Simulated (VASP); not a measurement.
SiNi:

```
CELL_PARAMETERS angstrom
2.94277 0.00000 0.00000
0.00000 3.28033 0.00000
0.00000 0.00000 4.67745
ATOMIC_POSITIONS crystal
Ni 0.50000 0.50000 0.34250
Ni 0.00000 0.00000 0.65750
Si 0.50000 0.50000 0.84314
Si 0.00000 0.00000 0.15686
```

- Program: VASP 6.6.1
- Task: relaxation of cell and atoms
- Functional: LDA
- Potentials or basis: VASP PAW LDA potentials, release 64 (Ni, Si)
- Cutoff: 600 eV
- k mesh: 9 × 8 × 6
- Occupations: fermi-dirac, width 0.05 eV
- Spin: collinear spin, ferromagnetic start
- Starting moments: [1.0, 1.0, 0.0, 0.0] μB
- Hubbard terms: Ni d U = 3.0 eV

At the start: pressure -9.4 GPa; volume 11.29 Å³/atom.

Question: How do energy, volume and symmetry change on relaxing?

Answer: Over 10 steps the energy falls by 18.4 meV/atom and the volume is 10.76 Å³/atom (-4.6 %); space group Pmmn (No. 59, to 0.1 Å) before and after; moment 0.00 μB per cell.

The path:
```tsv
step	energy change (eV)	largest force (eV/Å)	pressure (GPa)	volume (Å³)
1	0.0000	0.4150	-9.37	45.15
2	0.0125	0.2546	12.51	40.97
3	-0.0706	0.1834	0.05	43.07
4	-0.0706	0.1777	0.24	43.03
5	-0.0733	0.0102	0.33	43.03
6	-0.0733	0.0067	0.12	43.03
7	-0.0735	0.0067	-0.05	43.07
8	-0.0735	0.0068	-0.27	43.10
9	-0.0735	0.0075	-0.19	43.09
10	-0.0735	0.0032	-0.08	43.06
```

Final structure:
```
Ni Si
1.0
     2.89190    0.00000    0.00000
     0.00000    3.23789    0.00000
     0.00000    0.00000    4.59817
Ni Si
2 2
Direct
  0.50000 0.50000 0.34368
  0.00000 0.00000 0.65632
  0.50000 0.50000 0.83913
  0.00000 0.00000 0.16087
```

Caveat: the U is typed as a test and isn't derived for this compound.
